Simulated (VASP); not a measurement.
BAs: single point with LDA

BAs:

```
B As
1.0
     0.00000    2.38850    2.38850
     2.38850    0.00000    2.38850
     2.38850    2.38850    0.00000
B As
1 1
Direct
  0.00000 0.00000 0.00000
  0.25000 0.25000 0.25000
```

```
Program                : VASP 6.6.1
Task                   : single point
Functional             : LDA
Potentials or basis    : VASP PAW LDA potentials, release 64 (B, As)
Cutoff                 : 520 eV
k mesh                 : 4 × 4 × 4
Occupations            : gaussian, width 0.01 eV
Spin                   : no spin polarisation
Dipole correction      : no
Further INCAR settings : ALGO = Normal; EDIFF = 1e-06; NBANDS = 11
```

```yaml
Pressure: -2.5 GPa
Band_gap_on_the_k_mesh: 1.31 eV, indirect (least direct gap 3.23 eV)
```

Levels at points of the mesh, in eV from the valence-band top:
```tsv
k point	band 1	band 2	band 3	band 4	band 5	band 6	band 7	band 8	band 9
(0.00, 0.00, 0.00)	-15.39	0.00	0.00	0.00	3.23	3.23	3.23	4.69	9.33
(0.50, 0.00, 0.00)	-12.53	-8.77	-1.82	-1.82	2.68	4.73	4.73	8.67	12.46
(0.50, 0.50, 0.00)	-11.25	-8.44	-4.09	-4.09	1.31	1.39	11.23	11.23	12.64
```

Run time: 2.7 s on 1 thread of Intel(R) Xeon(R) Platinum 8488C (Sapphire Rapids) (shared host), peak memory 0.13 GiB.

Caveat: the k points lie up to 0.57 Å⁻¹ apart. A k mesh can miss the band edges.
